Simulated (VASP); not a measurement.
# CaTi2P2 (I4/mmm) in VASP: single point with PBE

Aim: the single point of CaTi2P2 with PBE.

Everything below comes from runs of VASP 6.6.1. Logs are shortened: lines on timing, memory, paths and dates and some standing lists are left out, and cuts for length are marked.

### 1 The cell of the first run

The structure is tetragonal, space group I4/mmm (No. 139). Conventional cell: a = 3.927 Å, b = 3.927 Å, c = 10.170 Å, α = 90.00°, β = 90.00°, γ = 90.00°. P (site symmetry 4mm) has 4 Ti at 2.28 Å and 1 P at 2.76 Å and 4 Ca at 3.10 Å within 3.2 Å. Within 3.0 Å of Ti (site symmetry -4m2) lie 4 P at 2.28 Å and 4 Ti at 2.78 Å. Ca (site symmetry 4/mmm) has 10 P at 3.10 to 3.71 Å and 8 Ti at 3.21 Å and 4 Ca at 3.93 Å within 4.1 Å.

### 2 Single point, PBE

Input file INCAR:

```
PREC = Accurate
ENCUT = 500
EDIFF = 1E-6
ISMEAR = -1
SIGMA = 0.1
LREAL = False
LASPH = True
NELM = 120
ALGO = Normal
ISIF = 2
LWAVE = False
LCHARG = True
GGA = PE
LELF = True
LVHAR = True
NBANDS = 30
GGA_COMPAT = False
```

Input file KPOINTS:

```
Automatic mesh
0
Gamma
  9 9 9
```

Input file POSCAR:

```
CaTi2P2
1.0
    0.0000000000      3.9265500000      0.0000000000
    3.9265500000      0.0000000000      0.0000000000
    1.9632750000      1.9632750000     -5.0851630000
P Ti Ca
2 2 1
Direct
    0.3643000000      0.3643000000      0.2714000000
    0.6357000000      0.6357000000      0.7286000000
    0.7500000000      0.2500000000      0.5000000000
    0.2500000000      0.7500000000      0.5000000000
    0.0000000000      0.0000000000      0.0000000000
```

Potentials or basis: VASP PAW PBE potentials, release 64 (P, Ti_sv, Ca_sv).

Started as:

```sh
$ cat potpaw_PBE.64/P/POTCAR potpaw_PBE.64/Ti_sv/POTCAR potpaw_PBE.64/Ca_sv/POTCAR > POTCAR
$ mpirun -np 1 vasp_std > vasp.out
```

OUTCAR:

```text
PREC = Accurate
   ENCUT = 500
   EDIFF = 1E-6
   ISMEAR = -1
   LREAL = False
   LASPH = True
   NELM = 120
   ISIF = 2
   GGA = PE

 ion  position               nearest neighbor table
   1  0.364  0.364  0.271-   3 2.28   4 2.28   4 2.28   3 2.28   2 2.76
   2  0.636  0.636  0.729-   4 2.28   3 2.28   3 2.28   4 2.28   1 2.76
   3  0.750  0.250  0.500-   1 2.28   1 2.28   2 2.28   2 2.28   4 2.78   4 2.78   4 2.78   4 2.78

   4  0.250  0.750  0.500-   1 2.28   1 2.28   2 2.28   2 2.28   3 2.78   3 2.78   3 2.78   3 2.78

   5  0.000  0.000  0.000-

  LATTYP: Found a body centered tetragonal cell.
 ALAT       =     3.9265500000
 C/A-ratio  =     2.5901430009

  Lattice vectors:

 A1 = (  -1.9632750000,   1.9632750000,   5.0851630000)
 A2 = (   1.9632750000,  -1.9632750000,   5.0851630000)
 A3 = (   1.9632750000,   1.9632750000,  -5.0851630000)

Analysis of symmetry for initial positions (statically):
=====================================================================
 Subroutine PRICEL returns:
 Original cell was already a primitive cell.

 Routine SETGRP: Setting up the symmetry group for a
 body centered tetragonal supercell.

 Subroutine GETGRP returns: Found 16 space group operations
 (whereof 16 operations were pure point group operations)
 out of a pool of 16 trial point group operations.

The static configuration has the point symmetry D_4h.

Analysis of symmetry for dynamics (positions and initial velocities):
=====================================================================
 Subroutine PRICEL returns:
 Original cell was already a primitive cell.

 Routine SETGRP: Setting up the symmetry group for a
 body centered tetragonal supercell.

 Subroutine GETGRP returns: Found 16 space group operations
 (whereof 16 operations were pure point group operations)
 out of a pool of 16 trial point group operations.

The dynamic configuration has the point symmetry D_4h.

 Subroutine INISYM returns: Found 16 space group operations
 (whereof 16 operations are pure point group operations),
 and found     1 'primitive' translations

----------------------------------------------------------------------------------------

                                     Primitive cell

  volume of cell :      78.4020

  direct lattice vectors                    reciprocal lattice vectors
     0.000000000  3.926550000  0.000000000     0.000000000  0.254676497  0.098325265
     3.926550000  0.000000000  0.000000000     0.254676497  0.000000000  0.098325265
     1.963275000  1.963275000 -5.085163000     0.000000000  0.000000000 -0.196650530

  length of vectors
     3.926550000  3.926550000  5.793770809     0.272998124  0.272998124  0.196650530

  position of ions in fractional coordinates (direct lattice)
     0.364300000  0.364300000  0.271400000
     0.635700000  0.635700000  0.728600000
     0.750000000  0.250000000  0.500000000
     0.250000000  0.750000000  0.500000000
     0.000000000  0.000000000  0.000000000

  ion indices of the primitive-cell ions
   primitive index   ion index
                 1           1
                 2           2
                 3           3
                 4           4
                 5           5

----------------------------------------------------------------------------------------

 KPOINTS: Automatic mesh

Automatic generation of k-mesh.
 Grid dimensions read from file:
 generate k-points for:    9    9    9

 Generating k-lattice:

  Cartesian coordinates                     Fractional coordinates (reciprocal lattice)
     0.000000000  0.028297389  0.010925029     0.111111111  0.000000000  0.000000000
     0.028297389  0.000000000  0.010925029     0.000000000  0.111111111  0.000000000
     0.000000000  0.000000000 -0.021850059     0.000000000  0.000000000  0.111111111

  Length of vectors
     0.030333125  0.030333125  0.021850059

  Shift w.r.t. Gamma in fractional coordinates (k-lattice)
     0.000000000  0.000000000  0.000000000

 Subroutine IBZKPT returns following result:
 ===========================================

 Found     75 irreducible k-points:

 Following reciprocal coordinates:
            Coordinates               Weight
  0.000000  0.000000  0.000000      1.000000
  0.111111  0.000000 -0.000000      8.000000
  0.222222  0.000000 -0.000000      8.000000
  0.333333  0.000000 -0.000000      8.000000
  0.444444  0.000000 -0.000000      8.000000
  0.111111  0.111111 -0.000000      8.000000
[... 16 lines left out ...]
 -0.333333  0.333333  0.000000      4.000000
  0.444444  0.444444 -0.000000      8.000000
 [... further k-points ...]
   k-points           NKPTS =     75   k-points in BZ     NKDIM =     75   number of bands    NBANDS=     30
   number of dos      NEDOS =    301   number of ions     NIONS =      5
   total plane-waves  NPLWV =  37800
   dimension x,y,z NGX =    30 NGY =   30 NGZ =   42
   dimension x,y,z NGXF=    60 NGYF=   60 NGZF=   84
   ions per type =               2   2   1
   NGX,Y,Z   is equivalent  to a cutoff of  12.70, 12.70, 12.05 a.u.
   NGXF,Y,Z  is equivalent  to a cutoff of  25.40, 25.40, 24.10 a.u.
 SYSTEM =  unknown system
   PREC   = accura    normal or accurate (medium, high low for compatibility)
   ISTART =      0    job   : 0-new  1-cont  2-samecut
   ICHARG =      2    charge: 1-file 2-atom 10-const
   ISPIN  =      1    spin polarized calculation?
   LNONCOLLINEAR =      F non collinear calculations
   LSORBIT =      F    spin-orbit coupling
   LASPH  =      T    aspherical Exc in radial PAW
   ENCUT  =  500.0 eV  36.75 Ry    6.06 a.u.   7.16  7.16 10.56*2*pi/ulx,y,z
   NELM   =    120;   NELMIN=  2; NELMDL= -5     # of ELM steps
   EDIFF  = 0.1E-05   stopping-criterion for ELM
   LREAL  =      F    real-space projection
   EDIFFG = 0.1E-04   stopping-criterion for IOM
   NSW    =      0    number of steps for IOM
   IBRION =     -1    ionic relax: 0-MD 1-quasi-New 2-CG
   NFREE  =      0    steps in history (QN), initial steepest desc. (CG)
   ISIF   =      2    stress and relaxation
   ISYM   =      2    0-nonsym 1-usesym 2-fastsym
   POTIM  = 0.5000    time-step for ionic-motion
   TEBEG  =    0.0;   TEEND  =   0.0 temperature during run
   PSTRESS=    0.0 pullay stress
   NELECT =      44.0000    total number of electrons
   NUPDOWN=      -1.0000    fix difference up-down
   EMIN   =  10.00;   EMAX   =-10.00  energy-range for DOS
   EFERMI =   0.00;   METHOD = LEGACY
   ISMEAR =    -1;   SIGMA  =   0.10  broadening in eV -4-tet -1-fermi 0-gaus
   EFERMI_NEDOS =   21; number of points for ismear=-14 and -15
   IALGO  =     38    algorithm
   IMIX   =      4    mixing-type and parameters
     AMIX     =   0.40;   BMIX     =  1.00
     AMIX_MAG =   1.60;   BMIX_MAG =  1.00
  volume/ion in A,a.u.               =      15.68       105.82
  Fermi-wavevector in a.u.,A,eV,Ry     =   1.350361  2.551813 24.809895  1.823476
  Thomas-Fermi vector in A             =   2.477872
   LORBIT       =      0    0 simple, 1 ext, 2 COOP (PROOUT), +10 PAW based schemes
   GGA     = PE    functional components
   LHFCALC =     F    Hartree Fock is set to
   AEXX    =    0.0000 exact exchange contribution
   IVDW    =     0    specifies the selected vdW correction
   LEPSILON=     F    determine dielectric tensor
   LRPA    =     F    only Hartree local field effects (RPA)
 non-spin polarized calculation
  energy-cutoff  :      500.00
  volume of cell :       78.40
 maximum number of plane-waves:      2005
 NGX is ok and might be reduce to    30
   NGX = 15   NGY = 15   NGZ = 21

 number of electron      44.0000013 magnetization

 Free energy of the ion-electron system (eV)
  ---------------------------------------------------
  ext. energy  EPLUGINS =         0.00000000
  ---------------------------------------------------
  free energy    TOTEN  =       -31.75659237 eV

  energy without entropy =      -31.65425267  energy(sigma->0) =      -31.70542252

 E-fermi :   8.8009     XC(G=0): -11.3051

 val. band max:        8.8002904086   @ k =  -0.2222   0.0000   0.2222
 cond. band min:       8.8024238241   @ k =  -0.2222  -0.3333   0.1111
 fundamental gap:      0.0021334155
 Fermi energy:         8.8008787700

 k-point     1 :       0.0000    0.0000    0.0000
  band No.  band energies     occupation
      1     -47.4611      2.00000
      2     -47.3051      2.00000
      3     -31.9404      2.00000
      4     -24.0144      2.00000
      5     -24.0144      2.00000
      6     -23.9346      2.00000
[... 22 lines left out ...]
     29      12.7734      0.00000
     30      12.7790      0.00000

 k-point     2 :       0.1111    0.0000   -0.0000
  band No.  band energies     occupation
      1     -47.4563      2.00000
      2     -47.3097      2.00000
      3     -31.9398      2.00000
      4     -24.0030      2.00000
      5     -23.9986      2.00000
      6     -23.9282      2.00000
[... 22 lines left out ...]
     29      12.2984      0.00000
     30      12.5328      0.00000

 k-point     3 :       0.2222    0.0000   -0.0000
  band No.  band energies     occupation
      1     -47.4425      2.00000
      2     -47.3230      2.00000
      3     -31.9383      2.00000
      4     -23.9690      2.00000
      5     -23.9531      2.00000
      6     -23.9096      2.00000
[... 22 lines left out ...]
     29      12.2437      0.00000
     30      12.8622      0.00000

 k-point     4 :       0.3333    0.0000   -0.0000
  band No.  band energies     occupation
      1     -47.4215      2.00000
      2     -47.3435      2.00000
      3     -31.9366      2.00000
      4     -23.9154      2.00000
      5     -23.8827      2.00000
      6     -23.8791      2.00000
[... 22 lines left out ...]
     29      12.4923      0.00000
     30      12.7760      0.00000

 k-point     5 :       0.4444    0.0000   -0.0000
  band No.  band energies     occupation
      1     -47.3959      2.00000
      2     -47.3688      2.00000
      3     -31.9355      2.00000
      4     -23.8642      2.00000
      5     -23.8290      2.00000
      6     -23.8211      2.00000
[... 22 lines left out ...]
     29      12.2417      0.00000
     30      12.9878      0.00000
[... 526 lines left out ...]
     29      12.7939      0.00000
     30      12.9919      0.00000

 k-point    22 :      -0.4444    0.3333    0.0000
  band No.  band energies     occupation
      1     -47.3880      2.00000
      2     -47.3744      2.00000
      3     -31.9315      2.00000
      4     -24.1055      2.00000
      5     -24.0594      2.00000
      6     -23.8460      2.00000
[... 22 lines left out ...]
     29      12.3712      0.00000
     30      13.2084      0.00000

 k-point    23 :      -0.3333    0.3333    0.0000
  band No.  band energies     occupation
      1     -47.4010      2.00000
      2     -47.3620      2.00000
      3     -31.9326      2.00000
      4     -24.1084      2.00000
      5     -23.9770      2.00000
      6     -23.8612      2.00000
[... 22 lines left out ...]
     29      11.9066      0.00000
     30      13.2198      0.00000

 k-point    24 :       0.4444    0.4444   -0.0000
  band No.  band energies     occupation
      1     -47.3833      2.00000
      2     -47.3785      2.00000
      3     -31.9304      2.00000
      4     -24.1339      2.00000
      5     -24.1193      2.00000
      6     -23.8414      2.00000
[... 22 lines left out ...]
     29      12.9554      0.00000
     30      13.2122      0.00000

 [... further k-points ...]

------------------------ aborting loop because EDIFF is reached ----------------------------------------

  FORCE on cell =-STRESS in cart. coord.  units (eV):
  Direction    XX          YY          ZZ          XY          YZ          ZX
  --------------------------------------------------------------------------------------
  -------------------------------------------------------------------------------------
  Total       14.1124700     14.1124700     14.3749198      0.0000000      0.0000000      0.0000000
  in kB      288.3941671    288.3941671    293.7574375      0.0000000      0.0000000      0.0000000
  external PRESSURE =     290.1819239 kB  Pullay stress =       0.0000000 kB

 VOLUME and BASIS-vectors are now :
 -----------------------------------------------------------------------------
  energy-cutoff  :      500.00
  volume of cell :       78.40
      direct lattice vectors                 reciprocal lattice vectors
     0.000000000  3.926550000  0.000000000     0.000000000  0.254676497  0.098325265
     3.926550000  0.000000000  0.000000000     0.254676497  0.000000000  0.098325265
     1.963275000  1.963275000 -5.085163000     0.000000000  0.000000000 -0.196650530

 POSITION                                       TOTAL-FORCE (eV/Angst)
 -----------------------------------------------------------------------------------
      1.96328      1.96328     -1.38011        -0.000000     -0.000000      3.425624
      3.92655      3.92655     -3.70505        -0.000000     -0.000000     -3.425624
      1.96328      3.92655     -2.54258         0.000000      0.000000     -0.000000
      3.92655      1.96328     -2.54258        -0.000000     -0.000000      0.000000
      0.00000      0.00000      0.00000        -0.000000     -0.000000      0.000000
 -----------------------------------------------------------------------------------
    total drift:                                0.000000     -0.000000     -0.000000

  FREE ENERGIE OF THE ION-ELECTRON SYSTEM (eV)
  ---------------------------------------------------
  free  energy   TOTEN  =       -31.7565923669 eV

  energy  without entropy=      -31.6542526686  energy(sigma->0) =      -31.70542252
```

It took 2.9 min on 1 thread of Intel Xeon Platinum 8259CL at 2.50GHz (Skylake/Cascade Lake), shared host; peak memory 0.29 GiB.

Results:

```
Free energy            : -31.7566 eV
Pressure               : 29.0 GPa
Largest force          : 3.426 eV/Å
Band gap on the k mesh : zero (bands 22 and 23 overlap by 1.19 eV)
```

Forces on the atoms (eV/Å):
```
P    0.000  0.000  3.426
P    0.000  0.000 -3.426
Ti   0.000  0.000  0.000
Ti   0.000  0.000  0.000
Ca   0.000  0.000  0.000
```

Stress tensor (GPa, compression positive):
```
28.84  0.00  0.00
 0.00 28.84  0.00
 0.00  0.00 29.38
```

Levels at points of the mesh, in eV from the Fermi level:
| k point | band 20 | band 21 | band 22 | band 23 | band 24 | band 25 |
| --- | --- | --- | --- | --- | --- | --- |
| (0.00, 0.00, 0.00) | -2.31 | -1.67 | 0.54 | 0.75 | 1.19 | 1.93 |

Caveat: the cell stands under pressure; forces of over 1 eV/Å act on the atoms, so gaps and moduli don't describe the material at rest.
